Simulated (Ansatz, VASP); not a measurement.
One calculation of Ge, two programs

File POSCAR:

```
Ge
1.0
    0.0000000000      2.8367484110      2.8367484110
    2.8367484110      0.0000000000      2.8367484110
    2.8367484110      2.8367484110      0.0000000000
Ge
2
Direct
    0.5000000000      0.5000000000      0.5000000000
    0.7500000000      0.7500000000      0.7500000000
```

File INCAR.step1:

```
  PREC = Accurate
  ENCUT = 520
  ISMEAR = 0
  SIGMA = 0.05
  LREAL = False
  LASPH = True
  NELM = 80
  NBANDS = 21
  GGA = PE
  ALGO = Normal
  EDIFF = 1E-4
  LWAVE = True
  LCHARG = False
```

File INCAR.step2:

```
  PREC = Accurate
  ENCUT = 520
  EDIFF = 1E-7
  ISMEAR = 0
  SIGMA = 0.05
  LREAL = False
  LASPH = True
  NELM = 80
  ALGO = Normal
  ISIF = 2
  LWAVE = False
  LCHARG = True
  METAGGA = R2SCAN
  LMIXTAU = True
  LELF = True
  LVHAR = True
  NBANDS = 21
  ISTART = 1
```

Contents of KPOINTS:

```
Automatic mesh
0
Gamma
  12 12 12
```

Input for Ansatz:

```yaml
crystal:
  lattice:
    - [0.0, 2.8367484092, 2.8367484092]
    - [2.8367484092, 0.0, 2.8367484092]
    - [2.8367484092, 2.8367484092, 0.0]
  atoms:
    - { symbol: Ge, position: [0.5, 0.5, 0.5] }
    - { symbol: Ge, position: [0.75, 0.75, 0.75] }
basis:
  ecutwfc: 500
  ecutrho_ratio: 4
kpoints:
  mp_grid: { grid: [12, 12, 12] }
  band_path:
    path:
      - [[0.0, 0.0, 0.0], [0.5, 0.0, 0.5], [0.625, 0.25, 0.625]]
      - [[0.375, 0.375, 0.75], [0.0, 0.0, 0.0], [0.5, 0.5, 0.5], [0.5, 0.25, 0.75], [0.5, 0.0, 0.5]]
    npoints: 14
hamiltonian:
  xc: r2scan
scf:
  occupations: { method: gaussian, width: 0.05 }
output:
  forces: true
  stress: true
  eigenvalues: true
  populations: true
  dos: { projected: true, de: 0.02, nscf_kmesh: { grid: [18, 18, 18] } }
  bader: true
```

Alike in both runs: task single point; functional r2SCAN; k mesh 12 × 12 × 12; occupations gaussian, width 0.05 eV; no spin polarisation.

```csv
,VASP,Ansatz
version,VASP 6.6.1,Ansatz 0.2.0
potentials or method,"VASP PAW PBE potentials, release 64 (Ge_d), cutoff 520 eV","scalar-relativistic, plane waves, PAW"
valence electrons in the cell,28,28
```

```tsv
	VASP	Ansatz	Ansatz less VASP
pressure (GPa)	0.1	0.1	-0.04
```

VASP's potentials were made for PBE, not for r2SCAN.
